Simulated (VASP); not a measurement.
Here is a VASP 6.6.1 calculation.

The input INCAR:

```
PREC = Accurate
ENCUT = 520
EDIFF = 1E-6
ISMEAR = -1
SIGMA = 0.02
LREAL = False
LASPH = True
NELM = 80
ALGO = Normal
ISIF = 2
LWAVE = False
LCHARG = True
GGA = PS
LELF = True
LVHAR = True
NBANDS = 16
```

File KPOINTS:

```
Automatic mesh
0
Gamma
  5 5 4
```

Contents of POSCAR:

```
NbB2
1.0
    3.0860000000      0.0000000000      0.0000000000
   -1.5430000000      2.6725540000      0.0000000000
    0.0000000000      0.0000000000      3.3060000000
Nb B
1 2
Direct
    0.0000000000      0.0000000000      0.0000000000
    0.3333333333      0.6666666667      0.5000000000
    0.6666666667      0.3333333333      0.5000000000
```

Potentials or basis: VASP PAW PBE potentials, release 64 (Nb_sv, B).

Run with:

```bash
$ cat potpaw_PBE.64/Nb_sv/POTCAR potpaw_PBE.64/B/POTCAR > POTCAR
$ mpirun -np 1 vasp_std > vasp.out
```

Q: Estimate the pressure.

A: 0.0 GPa.

Stress tensor (GPa, compression positive):
```
 2.27  0.00  0.00
 0.00  2.27  0.00
 0.00  0.00 -4.66
```

Caveat: the k points lie up to 0.48 Å⁻¹ apart; the PAW data sets were made with another functional, which shifts forces and pressure a little.
